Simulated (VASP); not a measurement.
# Ti (P-1) in VASP: single point with PBEsol

Aim: the single point of Ti with PBEsol.

Everything below comes from runs of VASP 6.6.1. Logs are shortened: lines on timing, memory, paths and dates and some standing lists are left out, and cuts for length are marked.

### 1 The cell of the first run

The typed cell holds 2 atoms: a = 2.868 Å, b = 2.868 Å, c = 4.056 Å, α = 90.00°, β = 90.00°, γ = 90.00°.

### 2 Single point, PBEsol (atoms moved at random)

INCAR

```
SYSTEM = Ti
PREC = Accurate
ENCUT = 520
EDIFF = 1E-6
ISMEAR = 0
SIGMA = 0.15
LREAL = .FALSE.
LASPH = .TRUE.
NELM = 80
ALGO = Fast
ISIF = 2
LWAVE = .FALSE.
LCHARG = .TRUE.
GGA = PS
LELF = .TRUE.
LVHAR = .TRUE.
NBANDS = 19
```

KPOINTS

```
Automatic mesh
0
G
  12 12 8
  0 0 0
```

POSCAR

```
Ti
1.0
    0.0000000000     -2.0279211515     -2.0279211515
    0.0000000000      2.0279211515     -2.0279211515
    4.0558423031      0.0000000000      0.0000000000
Ti
2
Direct
    0.5207702176      0.3829567332      0.4817735885
   -0.0207702176      0.1170432668      0.0182264115
```

Potentials or basis: VASP PAW PBE potentials, release 64 (Ti_sv).

Started as:

```bash
> cat potpaw_PBE.64/Ti_sv/POTCAR > POTCAR
> mpirun -np 1 vasp_std > vasp.out
```

OUTCAR:

```text
SYSTEM = Ti
   PREC = Accurate
   ENCUT = 520
   EDIFF = 1E-6
   ISMEAR = 0
   LREAL = .FALSE.
   LASPH = .TRUE.
   NELM = 80
   ISIF = 2
   GGA = PS

 ion  position               nearest neighbor table
   1  0.521  0.383  0.482-   2 2.42   2 2.56   2 2.65   2 2.78
   2  0.979  0.117  0.018-   1 2.42   1 2.56   1 2.65   1 2.78

  LATTYP: Found a simple tetragonal cell.
 ALAT       =     2.8679135959
 C/A-ratio  =     1.4142135624

  Lattice vectors:

 A1 = (   0.0000000000,  -2.0279211515,  -2.0279211515)
 A2 = (   0.0000000000,   2.0279211515,  -2.0279211515)
 A3 = (   4.0558423031,   0.0000000000,   0.0000000000)

Analysis of symmetry for initial positions (statically):
=====================================================================
 Subroutine PRICEL returns:
 Original cell was already a primitive cell.

 Routine SETGRP: Setting up the symmetry group for a
 simple tetragonal supercell.

 Subroutine GETGRP returns: Found  2 space group operations
 (whereof  1 operations were pure point group operations)
 out of a pool of 16 trial point group operations.

The static configuration has the point symmetry C_1 .
 The point group associated with its full space group is S_2 .

Analysis of symmetry for dynamics (positions and initial velocities):
=====================================================================
 Subroutine PRICEL returns:
 Original cell was already a primitive cell.

 Routine SETGRP: Setting up the symmetry group for a
 simple tetragonal supercell.

 Subroutine GETGRP returns: Found  2 space group operations
 (whereof  1 operations were pure point group operations)
 out of a pool of 16 trial point group operations.

The dynamic configuration has the point symmetry C_1 .
 The point group associated with its full space group is S_2 .

 Subroutine INISYM returns: Found  2 space group operations
 (whereof  1 operations are pure point group operations),
 and found     1 'primitive' translations

----------------------------------------------------------------------------------------

                                     Primitive cell

  volume of cell :      33.3590

  direct lattice vectors                    reciprocal lattice vectors
     0.000000000 -2.027921152 -2.027921152     0.000000000 -0.246557910 -0.246557910
     0.000000000  2.027921152 -2.027921152     0.000000000  0.246557910 -0.246557910
     4.055842303  0.000000000  0.000000000     0.246557910  0.000000000  0.000000000

  length of vectors
     2.867913596  2.867913596  4.055842303     0.348685540  0.348685540  0.246557910

  position of ions in fractional coordinates (direct lattice)
     0.520770218  0.382956733  0.481773588
     0.979229782  0.117043267  0.018226412

  ion indices of the primitive-cell ions
   primitive index   ion index
                 1           1
                 2           2

----------------------------------------------------------------------------------------

 KPOINTS: Automatic mesh

Automatic generation of k-mesh.
 Grid dimensions read from file:
 generate k-points for:   12   12    8

 Generating k-lattice:

  Cartesian coordinates                     Fractional coordinates (reciprocal lattice)
     0.000000000 -0.020546492 -0.020546492     0.083333333  0.000000000  0.000000000
     0.000000000  0.020546492 -0.020546492     0.000000000  0.083333333  0.000000000
     0.030819739  0.000000000  0.000000000     0.000000000  0.000000000  0.125000000

  Length of vectors
     0.029057128  0.029057128  0.030819739

  Shift w.r.t. Gamma in fractional coordinates (k-lattice)
     0.000000000  0.000000000  0.000000000

 Subroutine IBZKPT returns following result:
 ===========================================

 Found    580 irreducible k-points:

 Following reciprocal coordinates:
            Coordinates               Weight
  0.000000  0.000000  0.000000      1.000000
  0.083333  0.000000  0.000000      2.000000
  0.000000  0.083333  0.000000      2.000000
  0.166667  0.000000  0.000000      2.000000
  0.000000  0.166667  0.000000      2.000000
  0.250000  0.000000  0.000000      2.000000
[... 16 lines left out ...]
  0.083333  0.250000  0.000000      2.000000
  0.333333  0.083333  0.000000      2.000000
 [... further k-points ...]
   k-points           NKPTS =    580   k-points in BZ     NKDIM =    580   number of bands    NBANDS=     19
   number of dos      NEDOS =    301   number of ions     NIONS =      2
   total plane-waves  NPLWV =  17280
   dimension x,y,z NGX =    24 NGY =   24 NGZ =   30
   dimension x,y,z NGXF=    48 NGYF=   48 NGZF=   60
   ions per type =               2
   NGX,Y,Z   is equivalent  to a cutoff of  13.91, 13.91, 12.30 a.u.
   NGXF,Y,Z  is equivalent  to a cutoff of  27.82, 27.82, 24.59 a.u.
 SYSTEM =  Ti
   PREC   = accura    normal or accurate (medium, high low for compatibility)
   ISTART =      0    job   : 0-new  1-cont  2-samecut
   ICHARG =      2    charge: 1-file 2-atom 10-const
   ISPIN  =      1    spin polarized calculation?
   LNONCOLLINEAR =      F non collinear calculations
   LSORBIT =      F    spin-orbit coupling
   LASPH  =      T    aspherical Exc in radial PAW
   ENCUT  =  520.0 eV  38.22 Ry    6.18 a.u.   5.33  5.33  7.54*2*pi/ulx,y,z
   NELM   =     80;   NELMIN=  2; NELMDL= -5     # of ELM steps
   EDIFF  = 0.1E-05   stopping-criterion for ELM
   LREAL  =      F    real-space projection
[... 7 lines left out ...]
   TEBEG  =    0.0;   TEEND  =   0.0 temperature during run
   PSTRESS=    0.0 pullay stress
   NELECT =      24.0000    total number of electrons
   NUPDOWN=      -1.0000    fix difference up-down
   EMIN   =  10.00;   EMAX   =-10.00  energy-range for DOS
   EFERMI =   0.00;   METHOD = LEGACY
   ISMEAR =     0;   SIGMA  =   0.15  broadening in eV -4-tet -1-fermi 0-gaus
   EFERMI_NEDOS =   21; number of points for ismear=-14 and -15
   IALGO  =     68    algorithm
   IMIX   =      4    mixing-type and parameters
     AMIX     =   0.40;   BMIX     =  1.00
     AMIX_MAG =   1.60;   BMIX_MAG =  1.00
  volume/ion in A,a.u.               =      16.68       112.56
  Fermi-wavevector in a.u.,A,eV,Ry     =   1.466924  2.772084 29.277901  2.151865
  Thomas-Fermi vector in A             =   2.582603
   LORBIT       =      0    0 simple, 1 ext, 2 COOP (PROOUT), +10 PAW based schemes
   GGA     = PS    functional components
   LHFCALC =     F    Hartree Fock is set to
   AEXX    =    0.0000 exact exchange contribution
   IVDW    =     0    specifies the selected vdW correction
   LEPSILON=     F    determine dielectric tensor
   LRPA    =     F    only Hartree local field effects (RPA)
 non-spin polarized calculation
 RMM-DIIS sequential band-by-band and
 Gauss-broadening in eV      SIGMA  =   0.15
  energy-cutoff  :      520.00
  volume of cell :       33.36
 maximum number of plane-waves:       928
 NGX is ok and might be reduce to    24
   NGX = 11   NGY = 11   NGZ = 15

 number of electron      24.0000006 magnetization

 Free energy of the ion-electron system (eV)
  ---------------------------------------------------
  ext. energy  EPLUGINS =         0.00000000
  ---------------------------------------------------
  free energy    TOTEN  =       -15.86028054 eV

  energy without entropy =      -15.82944204  energy(sigma->0) =      -15.84486129

 E-fermi :   8.3497     XC(G=0): -11.7629

 val. band max:        8.3488879941   @ k =  -0.4167  -0.0833   0.1250
 cond. band min:       8.3526996181   @ k =   0.5000  -0.0833   0.3750
 fundamental gap:      0.0038116241
 Fermi energy:         8.3496650811

 k-point     1 :       0.0000    0.0000    0.0000
  band No.  band energies     occupation
      1     -47.8895      2.00000
      2     -47.5354      2.00000
      3     -24.7629      2.00000
      4     -24.1085      2.00000
      5     -23.8542      2.00000
      6     -23.8429      2.00000
[... 11 lines left out ...]
     18      11.7751      0.00000
     19      12.1234      0.00000

 k-point     2 :       0.0833    0.0000    0.0000
  band No.  band energies     occupation
      1     -47.8807      2.00000
      2     -47.5376      2.00000
      3     -24.7445      2.00000
      4     -24.1357      2.00000
      5     -23.8596      2.00000
      6     -23.8381      2.00000
[... 11 lines left out ...]
     18      11.6973      0.00000
     19      11.8283      0.00000

 k-point     3 :       0.0000    0.0833    0.0000
  band No.  band energies     occupation
      1     -47.8848      2.00000
      2     -47.5335      2.00000
      3     -24.7559      2.00000
      4     -24.1053      2.00000
      5     -23.9026      2.00000
      6     -23.8491      2.00000
[... 11 lines left out ...]
     18      11.7918      0.00000
     19      12.8203      0.00000

 k-point     4 :       0.1667    0.0000    0.0000
  band No.  band energies     occupation
      1     -47.8555      2.00000
      2     -47.5447      2.00000
      3     -24.6923      2.00000
      4     -24.2057      2.00000
      5     -23.8838      2.00000
      6     -23.8304      2.00000
[... 11 lines left out ...]
     18      11.4458      0.00000
     19      11.8994      0.00000

 k-point     5 :       0.0000    0.1667    0.0000
  band No.  band energies     occupation
      1     -47.8720      2.00000
      2     -47.5283      2.00000
      3     -24.7366      2.00000
      4     -24.0986      2.00000
      5     -23.9996      2.00000
      6     -23.8986      2.00000
[... 11 lines left out ...]
     18      11.6807      0.00000
     19      13.1544      0.00000
[... 334 lines left out ...]
      2     -47.5235      2.00000
      3     -24.6929      2.00000
      4     -24.1393      2.00000
      5     -24.0998      2.00000
      6     -23.9720      2.00000
[... 11 lines left out ...]
     18      11.5520      0.00000
     19      12.9189      0.00000

 k-point    22 :      -0.2500    0.0833    0.0000
  band No.  band energies     occupation
      1     -47.8133      2.00000
      2     -47.5557      2.00000
      3     -24.6118      2.00000
      4     -24.2873      2.00000
      5     -23.9738      2.00000
      6     -23.8626      2.00000
[... 11 lines left out ...]
     18      11.8376      0.00000
     19      12.0665      0.00000

 k-point    23 :       0.0833    0.2500    0.0000
  band No.  band energies     occupation
      1     -47.8460      2.00000
      2     -47.5232      2.00000
      3     -24.6939      2.00000
      4     -24.1669      2.00000
      5     -24.0608      2.00000
      6     -23.9822      2.00000
[... 11 lines left out ...]
     18      11.5060      0.00000
     19      13.0507      0.00000

 k-point    24 :       0.3333    0.0833    0.0000
  band No.  band energies     occupation
      1     -47.7694      2.00000
      2     -47.5748      2.00000
      3     -24.5443      2.00000
      4     -24.3576      2.00000
      5     -24.0630      2.00000
      6     -23.8572      2.00000
[... 11 lines left out ...]
     18      11.8319      0.00000
     19      12.2979      0.00000

 [... further k-points ...]
[... 5 lines left out ...]
  --------------------------------------------------------------------------------------
  -------------------------------------------------------------------------------------
  Total        2.7176510     -0.3477927     -0.8053125      0.4185019     -0.1661939     -0.5673903
  in kB      130.5242100    -16.7038968    -38.6778051     20.0999414     -7.9820143    -27.2508042
  external PRESSURE =      25.0475027 kB  Pullay stress =       0.0000000 kB

 VOLUME and BASIS-vectors are now :
 -----------------------------------------------------------------------------
  energy-cutoff  :      520.00
  volume of cell :       33.36
      direct lattice vectors                 reciprocal lattice vectors
     0.000000000 -2.027921152 -2.027921152     0.000000000 -0.246557910 -0.246557910
     0.000000000  2.027921152 -2.027921152     0.000000000  0.246557910 -0.246557910
     4.055842303  0.000000000  0.000000000     0.246557910  0.000000000  0.000000000

 POSITION                                       TOTAL-FORCE (eV/Angst)
 -----------------------------------------------------------------------------------
      1.95400     -0.27947     -1.83269         1.090801      1.240459     -0.741641
      0.07392     -1.74845     -2.22316        -1.090801     -1.240459      0.741641
 -----------------------------------------------------------------------------------
    total drift:                                0.000000      0.000000     -0.000000

  FREE ENERGIE OF THE ION-ELECTRON SYSTEM (eV)
  ---------------------------------------------------
  free  energy   TOTEN  =       -15.8602805396 eV

  energy  without entropy=      -15.8294420398  energy(sigma->0) =      -15.84486129
```

Wall time 18 min (1 thread of Intel Xeon 8259CL, shared host); peak memory 0.4 GiB.

What came out:

```
Free energy            : -15.8603 eV
Pressure               : 2.5 GPa
Largest force          : 1.811 eV/Å
Band gap on the k mesh : zero (bands 12 and 13 overlap by 0.83 eV)
```

Forces in eV/Å, atoms in the order of the input:
```
Ti   1.091  1.240 -0.742
Ti  -1.091 -1.240  0.742
```

Stress tensor (GPa, compression positive):
```
13.05  2.01 -2.73
 2.01 -1.67 -0.80
-2.73 -0.80 -3.87
```

Caveat: the cell differs from its parent crystal (atoms moved at random); the PAW data sets were made with another functional, which shifts forces and pressure a little.
